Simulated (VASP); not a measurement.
A run of VASP 6.6.1 is set up as follows.

File INCAR:

```
SYSTEM = Sr8Tl15
PREC = Accurate
ENCUT = 520
EDIFF = 1E-6
ISMEAR = 1
SIGMA = 0.15
LREAL = Auto
LASPH = .TRUE.
NELM = 100
ALGO = Normal
ISIF = 2
LWAVE = .FALSE.
LCHARG = .FALSE.
NBANDS = 154
```

File KPOINTS:

```
Automatic mesh
0
G
  2 2 2
  0 0 0
```

File POSCAR:

```
Sr8Tl15
1.0
   10.2306323100     -0.0000014600      0.0000000000
   -5.1153174200      8.8599867400      0.0000000000
    0.0000000000      0.0000000000      8.2839107700
Tl Sr
15 8
Direct
    0.1634900190      0.3269564982      0.4654910111
    0.3367174518      0.1678092231      0.9468316617
    0.1647821185      0.3295348319      0.0303256526
    0.3464827943      0.1716192756      0.5470287073
    0.1613860295      0.8329534177      0.4519575481
    0.3329009530      0.6657784779      0.9566700101
    0.1668588461      0.8333253153      0.0540730112
    0.3349524702      0.6698740826      0.5398976551
    0.8311174890      0.1678094174      0.9468360075
    0.6704704806      0.3409211625      0.0604504338
    0.8251638382      0.1716205960      0.5470329324
    0.6716006400      0.8329522602      0.4519573066
    0.8328401748      0.6656493276      0.9626221505
    0.6664973109      0.8333253976      0.0540734941
    0.6937511078      0.3874765407      0.4713703598
    0.0049168544      0.0097983225      0.2439288708
   -0.0023044077     -0.0046336416      0.7427380824
    0.0123536069      0.4943554823      0.2482058362
    0.0056217392      0.5058868754      0.7499449442
    0.5074801330      0.0149276455      0.2565138688
    0.4969391433     -0.0061433810      0.7547134649
    0.4820255093      0.4943528509      0.2482084920
    0.5002959297      0.5058852639      0.7499463928
```

Potentials or basis: VASP PAW LDA potentials, release 64 (Tl_d, Sr_sv).

Command:

```sh
$ cat potpaw_LDA.64/Tl_d/POTCAR potpaw_LDA.64/Sr_sv/POTCAR > POTCAR
$ mpirun -np 1 vasp_std > vasp.out
```

Q: Estimate the largest force.

A: 0.302 eV/Å.

Q: Estimate the pressure.

A: -2.4 GPa.

Stress tensor (GPa, compression positive):
```
-2.41  0.00  0.00
 0.00 -2.64 -0.13
 0.00 -0.13 -2.17
```

Caveat: the k points lie up to 0.38 Å⁻¹ apart.
